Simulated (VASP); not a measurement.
**Sr2C (fluorite type): single point with PBE**

The system is Sr2C (fluorite type).

```xyz
3
Lattice="0.0000 3.3744 3.3744 3.3744 0.0000 3.3744 3.3744 3.3744 0.0000" Properties=species:S:1:pos:R:3 pbc="T T T"
C     0.0000    0.0000    0.0000
Sr    1.6872    1.6872    1.6872
Sr    5.0616    5.0616    5.0616
```

```json
{
 "Program": "VASP 6.6.1",
 "Task": "single point",
 "Functional": "PBE",
 "Potentials or basis": "VASP PAW PBE potentials, release 64 (C, Sr_sv)",
 "Cutoff": "520 eV",
 "k mesh": "8 × 8 × 8",
 "Occupations": "fermi-dirac, width 0.05 eV",
 "Spin": "no spin polarisation"
}
```

The pressure is 0.2 GPa. The band gap on the k mesh is zero (band 12 reaches 2.93 eV, above the bottom of band 13 at 2.80 eV).

Levels at points of the mesh, in eV from the Fermi level:
| k point | band 9 | band 10 | band 11 | band 12 | band 13 | band 14 | band 15 | band 16 |
| --- | --- | --- | --- | --- | --- | --- | --- | --- |
| (0.00, 0.00, 0.00) | -8.24 | -1.38 | -1.38 | -1.38 | -0.13 | 1.29 | 1.29 | 5.08 |
| (0.50, 0.00, 0.00) | -7.74 | -1.64 | -0.57 | -0.57 | 1.97 | 2.67 | 2.67 | 3.50 |
| (0.50, 0.50, 0.00) | -7.67 | -2.01 | -0.07 | 0.00 | 0.00 | 2.04 | 2.23 | 4.62 |

Run time: 38 s on 1 thread of Intel(R) Xeon(R) Platinum 8488C (Sapphire Rapids) (shared host), peak memory 0.22 GiB.
